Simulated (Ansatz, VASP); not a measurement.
## AlN: VASP beside Ansatz

Contents of POSCAR:

```
AlN
1.0
    0.0000000000      2.0388585664      2.0388585664
    2.0388585664      0.0000000000      2.0388585664
    2.0388585664      2.0388585664      0.0000000000
Al N
1 1
Direct
    0.0000000000      0.0000000000      0.0000000000
    0.5000000000      0.5000000000      0.5000000000
```

Contents of INCAR.step1:

```
SYSTEM = AlN
  PREC = Accurate
  ENCUT = 520
  ISMEAR = 0
  SIGMA = 0.01
  LREAL = .FALSE.
  LASPH = .TRUE.
  NELM = 100
  NBANDS = 11
  GGA = PE
  ALGO = Normal
  EDIFF = 1E-4
  LWAVE = .TRUE.
  LCHARG = .FALSE.
```

INCAR.step2

```
SYSTEM = AlN
  PREC = Accurate
  ENCUT = 520
  EDIFF = 1E-7
  ISMEAR = 0
  SIGMA = 0.01
  LREAL = .FALSE.
  LASPH = .TRUE.
  NELM = 100
  ALGO = Normal
  ISIF = 2
  LWAVE = .FALSE.
  LCHARG = .TRUE.
  METAGGA = R2SCAN
  LMIXTAU = .TRUE.
  LELF = .TRUE.
  LVHAR = .TRUE.
  NBANDS = 11
  ISTART = 1
```

Contents of KPOINTS:

```
regular mesh
0
G
  10 10 10
  0 0 0
```

Input for Ansatz:

```yaml
crystal:
  lattice:
    - [0.0, 2.0388585664, 2.0388585664]
    - [2.0388585664, 0.0, 2.0388585664]
    - [2.0388585664, 2.0388585664, 0.0]
  atoms:
    - { symbol: Al, position: [0.0, 0.0, 0.0] }
    - { symbol: "N", position: [0.5, 0.5, 0.5] }
kpoints:
  mp_grid: { grid: [10, 10, 10] }
hamiltonian:
  xc: r2scan
scf:
  occupations: { method: fixed }
  n_extra_bands: 4
output:
  forces: true
  stress: true
  eigenvalues: true
```

Alike in both runs: task single point; functional r2SCAN; k mesh 10 × 10 × 10; no spin polarisation.

|  | VASP | Ansatz |
| --- | --- | --- |
| version | VASP 6.6.1 | Ansatz 0.2.0 |
| potentials or method | VASP PAW PBE potentials, release 64 (Al, N) | plane waves, PAW |
| plane-wave cutoff (eV) | 520 | 500 |
| occupations | gaussian, width 0.01 eV | fixed |
| valence electrons in the cell | 8 | 8 |

VASP gave:

* gap on the k mesh at the Fermi level (eV): 5.23
* pressure (GPa): -8.5

Task: Estimate Ansatz's values.

Result: gap on the k mesh at the Fermi level (eV): 5.23; pressure (GPa): -7.7.

VASP's potentials were made for PBE, not for r2SCAN.
